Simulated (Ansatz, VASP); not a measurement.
Given: the input of a run of Ansatz 0.2.0 on Sb.

input

```
crystal:
  lattice:
    - [2.1684666409, 1.2519647989, 3.7828881425]
    - [-2.1684666409, 1.2519647989, 3.7828881425]
    - [0.0, -2.5039295978, 3.7828881425]
  atoms:
    - { symbol: Sb, position: [0.76651, 0.76651, 0.76651] }
    - { symbol: Sb, position: [0.23349, 0.23349, 0.23349] }
hamiltonian:
  xc: hse06
  pseudopotentials: { kind: paw }
kpoints:
  mp_grid: { grid: [4, 4, 4] }
scf:
  occupations: { method: fermi_dirac, width: 0.05 }
output:
  forces: true
  stress: true
  eigenvalues: true
```

**Question.** Set up the same calculation for VASP 6.6.1. Potentials there: VASP PAW PBE potentials, release 64 (Sb).

**Answer.** As run (the cutoff follows the program's own potentials):

File POSCAR:

```
Sb
1.0
    2.1684666409      1.2519647989      3.7828881425
   -2.1684666409      1.2519647989      3.7828881425
    0.0000000000     -2.5039295978      3.7828881425
Sb
2
Direct
    0.7665100000      0.7665100000      0.7665100000
    0.2334900000      0.2334900000      0.2334900000
```

INCAR.step1

```
SYSTEM = Sb
PREC     = Accurate       ! precision mode
ENCUT    = 520            ! plane-wave cutoff, eV
EDIFF    = 1E-5           ! SCF threshold, eV
ISMEAR   = -1             ! smearing method
SIGMA    = 0.05           ! smearing width, eV
LREAL    = .False.        ! projectors in reciprocal space
LASPH    = .True.         ! aspherical terms in the spheres
NELM     = 60             ! most SCF steps
ALGO     = Normal         ! electronic algorithm
ISIF     = 2              ! what is computed and relaxed
LWAVE    = .True.         ! write WAVECAR
LCHARG   = .False.        ! write CHGCAR
NBANDS   = 12             ! bands
GGA      = PE             ! functional
```

INCAR.step2

```
SYSTEM = Sb
PREC     = Accurate       ! precision mode
ENCUT    = 520            ! plane-wave cutoff, eV
EDIFF    = 1E-6           ! SCF threshold, eV
ISMEAR   = -1             ! smearing method
SIGMA    = 0.05           ! smearing width, eV
LREAL    = .False.        ! projectors in reciprocal space
LASPH    = .True.         ! aspherical terms in the spheres
NELM     = 60             ! most SCF steps
ALGO     = Normal         ! electronic algorithm
ISIF     = 2              ! what is computed and relaxed
LWAVE    = .False.        ! write WAVECAR
LCHARG   = .False.        ! write CHGCAR
GGA      = PE             ! functional
LHFCALC  = .True.         ! exact exchange
HFSCREEN = 0.2079         ! screening, 1/A
PRECFOCK = Normal       
NBANDS   = 12             ! bands
ISTART   = 1
```

Contents of KPOINTS:

```
Automatic mesh
0
Gamma
  4 4 4
  0 0 0
```

Potentials or basis: VASP PAW PBE potentials, release 64 (Sb).

Run with:

```console
$ cat potpaw_PBE.64/Sb/POTCAR > POTCAR
$ cp INCAR.step1 INCAR
$ mpirun -np 1 vasp_std > vasp.out
$ cp INCAR.step2 INCAR
$ mpirun -np 1 vasp_std > vasp.out
```

Both were run:

|  | VASP | Ansatz | Ansatz less VASP |
| --- | --- | --- | --- |
| gap on the k mesh at the Fermi level (eV) | 0.34 | 0.32 | -0.024 |
| least direct gap on the mesh (eV) | 0.40 | 0.40 | +0.009 |
| pressure (GPa) | -1.3 | -0.4 | +0.92 |
| traceless stress, the component that is largest in VASP (GPa) | -0.23 | -0.34 | -0.110 |
| rms of the force components (eV/Å) | 0.293 | 0.247 | -0.0465 |

Atom by atom the forces differ by 0.046 eV/Å (rms over components). With one functional, cell and mesh, what is left measures potentials, basis and numerics. VASP's potentials hold 10 valence electrons a cell and Ansatz's 30, so a difference there can come from the potentials and not from the codes.

The k mesh is coarse, so the values compare programs but aren't converged. Spin-orbit coupling is off throughout.
